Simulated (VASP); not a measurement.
Set up this calculation in VASP 6.6.1, as the native input.

| Item | Value |
| --- | --- |
| Task | electric field gradients |
| Functional | PBE |
| Potentials or basis | VASP PAW PBE potentials, release 64 (Si, O) |
| Cutoff | 520 eV |
| k mesh | 5 × 5 × 4 |
| Occupations | fermi-dirac, width 0.02 eV |
| Spin | no spin polarisation |
| Dipole correction | no |
| Further INCAR settings | ALGO = Normal; EDIFF = 1e-08; NBANDS = 44 |

The structure of SiO2 (Cristobalite) lies in POSCAR:

```
SiO2
1.0
    4.9877000000      0.0000000000      0.0000000000
    0.0000000000      4.9877000000      0.0000000000
    0.0000000000      0.0000000000      6.9697000000
Si O
4 8
Direct
    0.2949000000      0.2949000000      0.0000000000
    0.2051000000      0.7949000000      0.2500000000
    0.7051000000      0.7051000000      0.5000000000
    0.7949000000      0.2051000000      0.7500000000
    0.2416000000      0.0968000000      0.1747000000
    0.4032000000      0.7416000000      0.4247000000
    0.7584000000      0.9032000000      0.6747000000
    0.5968000000      0.2584000000      0.9247000000
    0.7416000000      0.4032000000      0.5753000000
    0.9032000000      0.7584000000      0.3253000000
    0.2584000000      0.5968000000      0.0753000000
    0.0968000000      0.2416000000      0.8253000000
```

The input as run:

INCAR

```
SYSTEM = SiO2
PREC = Accurate ; ENCUT = 520
EDIFF = 1E-8 ; ISMEAR = -1
SIGMA = 0.02 ; LREAL = .False.
LASPH = .True. ; NELM = 100
ALGO = Normal ; ISIF = 2
LWAVE = .False. ; LCHARG = .False.
GGA = PE ; LEFG = .True.
NBANDS = 44
```

KPOINTS

```
regular mesh
0
Gamma
  5 5 4
  0 0 0
```

Potentials or basis: VASP PAW PBE potentials, release 64 (Si, O).

Run with:

```console
$ cat potpaw_PBE.64/Si/POTCAR potpaw_PBE.64/O/POTCAR > POTCAR
$ mpirun -np 1 vasp_std > vasp.out
```

It gave:

```
Pressure               : 9.1 GPa
Largest force          : 0.684 eV/Å
Band gap on the k mesh : 5.81 eV, direct
```

Caveat: without QUAD_EFG the Cq values of the log hold for a quadrupole moment of 1 mb, not for the nuclei.

Run time: 99 s on 1 thread of Intel(R) Xeon(R) 6975P-C (Granite Rapids), on a shared host, peak memory 0.31 GiB.
